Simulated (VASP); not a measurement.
# Be (P6/mmm) in VASP: a series of runs

The runs below take Be through single point, with BLYP.

All numbers are computed with VASP 6.6.1; they aren't measurements. Logs are shortened: lines on timing, memory, paths and dates and some standing lists are left out, and cuts for length are marked.

### Step 1. The cell of the first run

The structure is hexagonal, space group P6/mmm (No. 191). The conventional cell has a = 3.568 Å, b = 3.568 Å, c = 2.206 Å, α = 90.00°, β = 90.00°, γ = 120.00°. Within 2.9 Å of Be (site symmetry 6/mmm) lie 14 Be at 2.21 to 2.34 Å. Within 2.7 Å of Be (site symmetry -6m2) lie 11 Be at 2.06 to 2.34 Å.

This isn't the form of Be at room conditions, which is hcp.

### Step 2. Single point, BLYP

INCAR

```
PREC = Accurate ; ENCUT = 520
EDIFF = 1E-6 ; ISMEAR = -1
SIGMA = 0.1 ; LREAL = F
LASPH = T ; NELM = 100
ALGO = Normal ; ISIF = 2
LWAVE = F ; LCHARG = F
GGA = B5 ; ALDAX = 1.0
AGGAX = 1.0 ; AGGAC = 1.0
ALDAC = 0.0 ; NBANDS = 10
```

KPOINTS

```
Automatic mesh
0
Gamma
  10 10 14
```

POSCAR

```
Be
1.0
    3.5678314525      0.0000000000      0.0000000000
   -1.7839157262      3.0898326743      0.0000000000
    0.0000000000      0.0000000000      2.2056433664
Be
3
Direct
    1.0000000000      0.0000000000      0.0000000000
    0.3333333333      0.6666666667      0.5000000000
    0.6666666667      0.3333333333      0.5000000000
```

Potentials or basis: VASP PAW PBE potentials, release 64 (Be).

Command:

```bash
> cat potpaw_PBE.64/Be/POTCAR > POTCAR
> mpirun -np 1 vasp_std > vasp.out
```

OUTCAR:

```text
PREC = Accurate
   ENCUT = 520
   EDIFF = 1E-6
   ISMEAR = -1
   LREAL = F
   LASPH = T
   NELM = 100
   ISIF = 2
   GGA = B5

 ion  position               nearest neighbor table
   1  0.000  0.000  0.000-   2 2.34   3 2.34   2 2.34   3 2.34   2 2.34   2 2.34   3 2.34   3 2.34
                             3 2.34   3 2.34   2 2.34   2 2.34
   2  0.333  0.667  0.500-   3 2.06   3 2.06   3 2.06   1 2.34   1 2.34   1 2.34   1 2.34   1 2.34
                             1 2.34
   3  0.667  0.333  0.500-   2 2.06   2 2.06   2 2.06   1 2.34   1 2.34   1 2.34   1 2.34   1 2.34
                             1 2.34

  LATTYP: Found a hexagonal cell.
 ALAT       =     3.5678314525
 C/A-ratio  =     0.6182027923

  Lattice vectors:

 A1 = (   3.5678314525,   0.0000000000,   0.0000000000)
 A2 = (  -1.7839157262,   3.0898326743,   0.0000000000)
 A3 = (   0.0000000000,   0.0000000000,   2.2056433664)

Analysis of symmetry for initial positions (statically):
=====================================================================
 Subroutine PRICEL returns:
 Original cell was already a primitive cell.

 Routine SETGRP: Setting up the symmetry group for a
 hexagonal supercell.

 Subroutine GETGRP returns: Found 24 space group operations
 (whereof 24 operations were pure point group operations)
 out of a pool of 24 trial point group operations.

The static configuration has the point symmetry D_6h.

Analysis of symmetry for dynamics (positions and initial velocities):
=====================================================================
 Subroutine PRICEL returns:
 Original cell was already a primitive cell.

 Routine SETGRP: Setting up the symmetry group for a
 hexagonal supercell.

 Subroutine GETGRP returns: Found 24 space group operations
 (whereof 24 operations were pure point group operations)
 out of a pool of 24 trial point group operations.

The dynamic configuration has the point symmetry D_6h.

 Subroutine INISYM returns: Found 24 space group operations
 (whereof 24 operations are pure point group operations),
 and found     1 'primitive' translations

----------------------------------------------------------------------------------------

                                     Primitive cell

  volume of cell :      24.3150

  direct lattice vectors                    reciprocal lattice vectors
     3.567831453  0.000000000  0.000000000     0.280282298  0.161821060  0.000000000
[... 96 lines left out ...]
   POTIM  = 0.5000    time-step for ionic-motion
   TEBEG  =    0.0;   TEEND  =   0.0 temperature during run
   PSTRESS=    0.0 pullay stress
   NELECT =       6.0000    total number of electrons
   NUPDOWN=      -1.0000    fix difference up-down
   EMIN   =  10.00;   EMAX   =-10.00  energy-range for DOS
   EFERMI =   0.00;   METHOD = LEGACY
   ISMEAR =    -1;   SIGMA  =   0.10  broadening in eV -4-tet -1-fermi 0-gaus
   EFERMI_NEDOS =   21; number of points for ismear=-14 and -15
   IALGO  =     38    algorithm
   IMIX   =      4    mixing-type and parameters
     AMIX     =   0.40;   BMIX     =  1.00
     AMIX_MAG =   1.60;   BMIX_MAG =  1.00
  volume/ion in A,a.u.               =       8.11        54.70
  Fermi-wavevector in a.u.,A,eV,Ry     =   1.026834  1.940436 14.345830  1.054389
  Thomas-Fermi vector in A             =   2.160748
   LORBIT       =      0    0 simple, 1 ext, 2 COOP (PROOUT), +10 PAW based schemes
   GGA     = B5    functional components
   LHFCALC =     F    Hartree Fock is set to
   AEXX    =    0.0000 exact exchange contribution
   IVDW    =     0    specifies the selected vdW correction
   LEPSILON=     F    determine dielectric tensor
   LRPA    =     F    only Hartree local field effects (RPA)
 non-spin polarized calculation
  energy-cutoff  :      520.00
  volume of cell :       24.32
 maximum number of plane-waves:       686
 NGX is ok and might be reduce to    28
   NGX = 13   NGY = 13   NGZ =  9

 number of electron       6.0000000 magnetization

 Free energy of the ion-electron system (eV)
  ---------------------------------------------------
  ext. energy  EPLUGINS =         0.00000000
  ---------------------------------------------------
  free energy    TOTEN  =        -8.74839494 eV

  energy without entropy =       -8.73012859  energy(sigma->0) =       -8.73926176

 E-fermi :   7.8226     XC(G=0):  -9.9932

 val. band max:        7.7525790991   @ k =   0.1000   0.0000   0.2857
 cond. band min:       7.8479974343   @ k =   0.5000  -0.0000   0.3571
 fundamental gap:      0.0954183352
 Fermi energy:         7.8225560674

 k-point     1 :       0.0000    0.0000    0.0000
  band No.  band energies     occupation
      1      -3.8778      2.00000
      2       6.6843      1.99998
      3       6.6843      1.99998
      4       6.9362      1.99972
      5       6.9362      1.99972
      6      13.3720      0.00000
      7      13.6252      0.00000
      8      18.0666      0.00000
      9      26.4090      0.00000
     10      26.5180      0.00000
[... 287 lines left out ...]
 k-point    24 :       0.4000    0.1000    0.0714
  band No.  band energies     occupation
      1      -1.3390      2.00000
      2      -0.1890      2.00000
      3       2.6867      2.00000
      4       9.2934      0.00000
      5      15.6162      0.00000
      6      18.0080      0.00000
      7      18.9209      0.00000
      8      19.6815      0.00000
      9      20.2669      0.00000
     10      21.2367      0.00000

 [... further k-points ...]

------------------------ aborting loop because EDIFF is reached ----------------------------------------

  FORCE on cell =-STRESS in cart. coord.  units (eV):
  Direction    XX          YY          ZZ          XY          YZ          ZX
  --------------------------------------------------------------------------------------
  -------------------------------------------------------------------------------------
  Total        0.0035520      0.0035520      0.0423643      0.0000000      0.0000000     -0.0000000
  in kB        0.2340534      0.2340534      2.7914871      0.0000000      0.0000000     -0.0000000
  external PRESSURE =       1.0865313 kB  Pullay stress =       0.0000000 kB

 VOLUME and BASIS-vectors are now :
 -----------------------------------------------------------------------------
  energy-cutoff  :      520.00
  volume of cell :       24.32
      direct lattice vectors                 reciprocal lattice vectors
     3.567831453  0.000000000  0.000000000     0.280282298  0.161821060  0.000000000
    -1.783915726  3.089832674  0.000000000     0.000000000  0.323642121  0.000000000
     0.000000000  0.000000000  2.205643366     0.000000000  0.000000000  0.453382453

 POSITION                                       TOTAL-FORCE (eV/Angst)
 -----------------------------------------------------------------------------------
      0.00000      0.00000      0.00000        -0.000000      0.000000     -0.000000
     -0.00000      2.05989      1.10282        -0.000000      0.000000     -0.000000
      1.78392      1.02994      1.10282         0.000000      0.000000      0.000000
 -----------------------------------------------------------------------------------
    total drift:                                0.000000     -0.000000     -0.000000

  FREE ENERGIE OF THE ION-ELECTRON SYSTEM (eV)
  ---------------------------------------------------
  free  energy   TOTEN  =        -8.7483949426 eV

  energy  without entropy=       -8.7301285867  energy(sigma->0) =       -8.73926176
```

OSZICAR:

```text
N       E                     dE             d eps       ncg     rms          rms(c)
DAV:   1     0.179778861166E+01    0.17978E+01   -0.28143E+03  2240   0.508E+02
DAV:   2    -0.867760195074E+01   -0.10475E+02   -0.10144E+02  3236   0.853E+01
DAV:   3    -0.887130487358E+01   -0.19370E+00   -0.19285E+00  3038   0.806E+00
DAV:   4    -0.887169023785E+01   -0.38536E-03   -0.38529E-03  2968   0.410E-01
DAV:   5    -0.887169066042E+01   -0.42257E-06   -0.42172E-06  2750   0.116E-02    0.136E+00
DAV:   6    -0.878246664116E+01    0.89224E-01   -0.13358E-02  2730   0.902E-01    0.820E-01
DAV:   7    -0.874848759864E+01    0.33979E-01   -0.12768E-02  2652   0.983E-01    0.113E-01
DAV:   8    -0.874839650594E+01    0.91093E-04   -0.40345E-04  3202   0.152E-01    0.219E-02
DAV:   9    -0.874840435222E+01   -0.78463E-05   -0.66727E-05  2682   0.695E-02    0.823E-03
DAV:  10    -0.874839565794E+01    0.86943E-05   -0.11612E-05  2826   0.184E-02    0.156E-03
DAV:  11    -0.874839494256E+01    0.71538E-06   -0.28538E-07  1590   0.406E-03
   1 F= -.87483949E+01 E0= -.87392618E+01  d E =-.182664E-01
```

It took 27 s on 1 thread of Intel Xeon 8259CL, shared host; peak memory 0.14 GiB.

What came out:

```
Free energy            : -8.7484 eV
Pressure               : 0.1 GPa
Band gap on the k mesh : zero (bands 3 and 4 overlap by 4.49 eV)
```

Stress tensor (GPa, compression positive):
```
0.02 0.00 0.00
0.00 0.02 0.00
0.00 0.00 0.28
```

Levels at points of the mesh, in eV from the Fermi level:
| k point | band 1 | band 2 | band 3 | band 4 | band 5 | band 6 | band 7 | band 8 |
| --- | --- | --- | --- | --- | --- | --- | --- | --- |
| (0.00, 0.00, 0.00) | -11.70 | -1.14 | -1.14 | -0.89 | -0.89 | 5.55 | 5.80 | 10.24 |
| (0.50, 0.00, 0.00) | -8.86 | -8.78 | -4.81 | 0.72 | 9.67 | 10.18 | 11.23 | 11.63 |
| (0.00, 0.00, 0.50) | -6.34 | -5.63 | 3.60 | 3.60 | 4.40 | 5.91 | 5.91 | 7.05 |
| (0.50, 0.00, 0.50) | -4.43 | -4.23 | -1.68 | -0.60 | 1.26 | 3.87 | 5.71 | 6.43 |

Caveat: the PAW data sets were made with another functional, which shifts forces and pressure a little.

### Step 3. Single point, BLYP (7.46 Å³/atom)

This run uses another cell than the first one, of 7.46 Å³/atom.

INCAR

```
SYSTEM = Be
PREC = Accurate ; ENCUT = 520
EDIFF = 1E-6 ; ISMEAR = -1
SIGMA = 0.1 ; LREAL = .FALSE.
LASPH = .TRUE. ; NELM = 60
ALGO = Normal ; ISIF = 2
LWAVE = .FALSE. ; LCHARG = .FALSE.
GGA = B5 ; ALDAX = 1.0
AGGAX = 1.0 ; AGGAC = 1.0
ALDAC = 0.0 ; NBANDS = 10
```

KPOINTS

```
Automatic mesh
0
G
  12 12 16
  0 0 0
```

POSCAR

```
Be
1.0
    3.4700330045      0.0000000000      0.0000000000
   -1.7350165022      3.0051367339      0.0000000000
    0.0000000000      0.0000000000      2.1451840928
Be
3
Direct
    1.0000000000      0.0000000000      0.0000000000
    0.3333333333      0.6666666667      0.5000000000
    0.6666666667      0.3333333333      0.5000000000
```

Potentials or basis: VASP PAW PBE potentials, release 64 (Be).

Command:

```bash
> cat potpaw_PBE.64/Be/POTCAR > POTCAR
> mpirun -np 1 vasp_std > vasp.out
```

Run time: 35 s. Hardware: 1 thread of Intel Xeon 8259CL, shared host; peak memory 0.15 GiB.

Results (log left out):

- Free energy: -8.6867 eV
- Pressure: 10.9 GPa
- Band gap on the k mesh: zero (bands 3 and 4 overlap by 4.83 eV)

Stress tensor (GPa, compression positive):
```
11.72  0.00  0.00
 0.00 11.72  0.00
 0.00  0.00  9.28
```

Levels at points of the mesh, in eV from the Fermi level:
```tsv
k point	band 1	band 2	band 3	band 4	band 5	band 6
(0.00, 0.00, 0.00)	-12.27	-1.33	-1.33	-1.06	-1.06	6.11
(0.50, 0.00, 0.00)	-9.34	-9.26	-5.22	0.90	10.18	10.68
(0.00, 0.00, 0.50)	-6.80	-5.92	3.77	3.77	4.59	6.18
(0.50, 0.00, 0.50)	-4.77	-4.63	-1.85	-0.50	1.25	3.96
```

Caveat: the cell stands under pressure; the PAW data sets were made with another functional, which shifts forces and pressure a little.

### Step 4. Single point, BLYP (7.78 Å³/atom)

This run uses another cell than the first one, of 7.78 Å³/atom.

INCAR

```
SYSTEM = Be
AGGAC = 1.0 ; AGGAX = 1.0
ALDAC = 0.0 ; ALDAX = 1.0
ALGO = Normal ; EDIFF = 1E-6
ENCUT = 520 ; GGA = B5
ISIF = 2 ; ISMEAR = -1
LASPH = .True. ; LCHARG = .False.
LREAL = .False. ; LWAVE = .False.
NBANDS = 10 ; NELM = 80
PREC = Accurate ; SIGMA = 0.1
```

KPOINTS

```
k-points
0
Gamma
  12 12 16
  0 0 0
```

POSCAR

```
Be
1.0
    3.5196116029      0.0000000000      0.0000000000
   -1.7598058014      3.0480730596      0.0000000000
    0.0000000000      0.0000000000      2.1758337208
Be
3
Direct
    1.0000000000      0.0000000000      0.0000000000
    0.3333333333      0.6666666667      0.5000000000
    0.6666666667      0.3333333333      0.5000000000
```

Potentials or basis: VASP PAW PBE potentials, release 64 (Be).

Command:

```bash
> cat potpaw_PBE.64/Be/POTCAR > POTCAR
> mpirun -np 1 vasp_std > vasp.out
```

OUTCAR:

```text
SYSTEM = Be
   EDIFF = 1E-6
   ENCUT = 520
   GGA = B5
   ISIF = 2
   ISMEAR = -1
   LASPH = .True.
   LREAL = .False.
   NELM = 80
   PREC = Accurate

 ion  position               nearest neighbor table
   1  0.000  0.000  0.000-   2 2.30   3 2.30   2 2.30   3 2.30   3 2.30   3 2.30   2 2.30   2 2.30
                             3 2.30   3 2.30   2 2.30   2 2.30
   2  0.333  0.667  0.500-   3 2.03   3 2.03   3 2.03   1 2.30   1 2.30   1 2.30   1 2.30   1 2.30
                             1 2.30
   3  0.667  0.333  0.500-   2 2.03   2 2.03   2 2.03   1 2.30   1 2.30   1 2.30   1 2.30   1 2.30
                             1 2.30

  LATTYP: Found a hexagonal cell.
[... 510 lines left out ...]
  --------------------------------------------------------------------------------------
  -------------------------------------------------------------------------------------
  Total        0.7641425      0.7641425      0.6781583      0.0000000      0.0000000     -0.0000000
  in kB       52.4492278     52.4492278     46.5474450      0.0000000      0.0000000     -0.0000000
  external PRESSURE =      50.4819669 kB  Pullay stress =       0.0000000 kB

 VOLUME and BASIS-vectors are now :
 -----------------------------------------------------------------------------
  energy-cutoff  :      520.00
  volume of cell :       23.34
      direct lattice vectors                 reciprocal lattice vectors
     3.519611603  0.000000000  0.000000000     0.284122259  0.164038063  0.000000000
    -1.759805801  3.048073060  0.000000000     0.000000000  0.328076126  0.000000000
     0.000000000  0.000000000  2.175833721     0.000000000  0.000000000  0.459593943

 POSITION                                       TOTAL-FORCE (eV/Angst)
 -----------------------------------------------------------------------------------
      0.00000      0.00000      0.00000        -0.000000      0.000000     -0.000000
     -0.00000      2.03205      1.08792         0.000000     -0.000000     -0.000000
      1.75981      1.01602      1.08792        -0.000000      0.000000      0.000000
 -----------------------------------------------------------------------------------
    total drift:                                0.000000     -0.000000     -0.000000

  FREE ENERGIE OF THE ION-ELECTRON SYSTEM (eV)
  ---------------------------------------------------
  free  energy   TOTEN  =        -8.7346316100 eV

  energy  without entropy=       -8.7162391011  energy(sigma->0) =       -8.72543536
```

OSZICAR:

```text
N       E                     dE             d eps       ncg     rms          rms(c)
DAV:   1     0.194094689097E+01    0.19409E+01   -0.28370E+03  3428   0.508E+02
DAV:   2    -0.866233380578E+01   -0.10603E+02   -0.10219E+02  4740   0.861E+01
DAV:   3    -0.887650286348E+01   -0.21417E+00   -0.21235E+00  4654   0.845E+00
DAV:   4    -0.887702744123E+01   -0.52458E-03   -0.52441E-03  4372   0.413E-01
DAV:   5    -0.887702817911E+01   -0.73788E-06   -0.73777E-06  4302   0.143E-02    0.141E+00
DAV:   6    -0.877375660377E+01    0.10327E+00   -0.13651E-02  4140   0.955E-01    0.852E-01
DAV:   7    -0.873470859288E+01    0.39048E-01   -0.13136E-02  4028   0.104E+00    0.107E-01
DAV:   8    -0.873463696145E+01    0.71631E-04   -0.31942E-04  5014   0.136E-01    0.219E-02
DAV:   9    -0.873464234808E+01   -0.53866E-05   -0.65751E-05  4064   0.723E-02    0.854E-03
DAV:  10    -0.873463243931E+01    0.99088E-05   -0.11337E-05  4306   0.195E-02    0.169E-03
DAV:  11    -0.873463160998E+01    0.82933E-06   -0.27436E-07  2454   0.414E-03
   1 F= -.87346316E+01 E0= -.87254354E+01  d E =-.183925E-01
```

stdout:

```text
POSCAR found type information on POSCAR Be
 POSCAR found :  1 types and       3 ions
 scaLAPACK will be used
 -----------------------------------------------------------------------------
|                                                                             |
|                                                                             |
|     You enforced a specific xc type in the INCAR file but a different       |
|     I HOPE YOU KNOW WHAT YOU ARE DOING!                                     |
|                                                                             |
 -----------------------------------------------------------------------------

 LDA part: xc-table for (Slater(with rela. corr.)+VWN5), standard interpolation
 POSCAR, INCAR and KPOINTS ok, starting setup
 FFT: planning ... GRIDC
 FFT: planning ... GRID_SOFT
 FFT: planning ... GRID
 WAVECAR not read
 entering main loop
```

Run time: 31 s. Hardware: 1 thread of Intel Xeon 8259CL, shared host; peak memory 0.15 GiB.

What came out:

| Item | Value |
| --- | --- |
| Free energy | -8.7346 eV |
| Pressure | 5.0 GPa |
| Band gap on the k mesh | zero (bands 3 and 4 overlap by 4.65 eV) |

Caveat: the cell stands under pressure; the PAW data sets were made with another functional, which shifts forces and pressure a little.

### Step 5. Single point, BLYP (8.43 Å³/atom)

This run uses another cell than the first one, of 8.43 Å³/atom.

INCAR

```
AGGAC = 1.0
AGGAX = 1.0
ALDAC = 0.0
ALDAX = 1.0
ALGO = Normal
EDIFF = 1E-6
ENCUT = 520
GGA = B5
ISIF = 2
ISMEAR = -1
LASPH = True
LCHARG = True
LELF = True
LREAL = False
LVHAR = True
LWAVE = False
NBANDS = 10
NELM = 60
PREC = Accurate
SIGMA = 0.1
```

KPOINTS

```
k-points
0
Gamma
  12 12 16
```

POSCAR

```
Be
1.0
    3.6147819873      0.0000000000      0.0000000000
   -1.8073909936      3.1304930302      0.0000000000
    0.0000000000      0.0000000000      2.2346683181
Be
3
Direct
    1.0000000000      0.0000000000      0.0000000000
    0.3333333333      0.6666666667      0.5000000000
    0.6666666667      0.3333333333      0.5000000000
```

Command:

```bash
> cat potpaw_PBE.64/Be/POTCAR > POTCAR
> mpirun -np 1 vasp_std > vasp.out
```

Run time: 34 s. Hardware: 1 thread of Intel Xeon 8259CL, shared host; peak memory 0.16 GiB.

It converged, with:

| Quantity | Value |
| --- | --- |
| Free energy | -8.7381 eV |
| Pressure | -4.0 GPa |
| Band gap on the k mesh | zero (bands 3 and 4 overlap by 4.34 eV) |

Stress tensor (GPa, compression positive):
```
-4.75  0.00  0.00
 0.00 -4.75  0.00
 0.00  0.00 -2.44
```

Levels at points of the mesh, in eV from the Fermi level:
| k point | band 1 | band 2 | band 3 | band 4 | band 5 | band 6 |
| --- | --- | --- | --- | --- | --- | --- |
| (0.00, 0.00, 0.00) | -11.45 | -1.06 | -1.06 | -0.82 | -0.82 | 5.29 |
| (0.50, 0.00, 0.00) | -8.65 | -8.57 | -4.64 | 0.63 | 9.43 | 9.94 |
| (0.00, 0.00, 0.50) | -6.14 | -5.51 | 3.52 | 3.52 | 4.30 | 5.77 |
| (0.50, 0.00, 0.50) | -4.28 | -4.06 | -1.61 | -0.66 | 1.26 | 3.82 |

Caveat: the cell stands under tension; the PAW data sets were made with another functional, which shifts forces and pressure a little.

### Step 6. Summary

```csv
cell,k mesh,gap on the mesh (eV),pressure (GPa)
"a = 3.568, b = 3.568, c = 2.206 Å, angles 90.0, 90.0, 120.0°, 3 atoms",10 × 10 × 14,none,0.1
"a = 3.470, b = 3.470, c = 2.145 Å, angles 90.0, 90.0, 120.0°, 3 atoms",12 × 12 × 16,none,10.9
"a = 3.520, b = 3.520, c = 2.176 Å, angles 90.0, 90.0, 120.0°, 3 atoms",12 × 12 × 16,none,5.0
"a = 3.615, b = 3.615, c = 2.235 Å, angles 90.0, 90.0, 120.0°, 3 atoms",12 × 12 × 16,none,-4.0
```

Alike in all rows: task single point; level BLYP; potentials or basis VASP PAW PBE potentials, release 64 (Be); no spin polarisation; cutoff (eV) 520; smearing fermi-dirac 0.1 eV.

Caveats: the PAW data sets were made with another functional, which shifts forces and pressure a little; the cell stands under pressure (at least some runs); the cell stands under tension (at least some runs).

Total energies depend on the potentials used, so only differences within one code and one set of settings carry meaning.
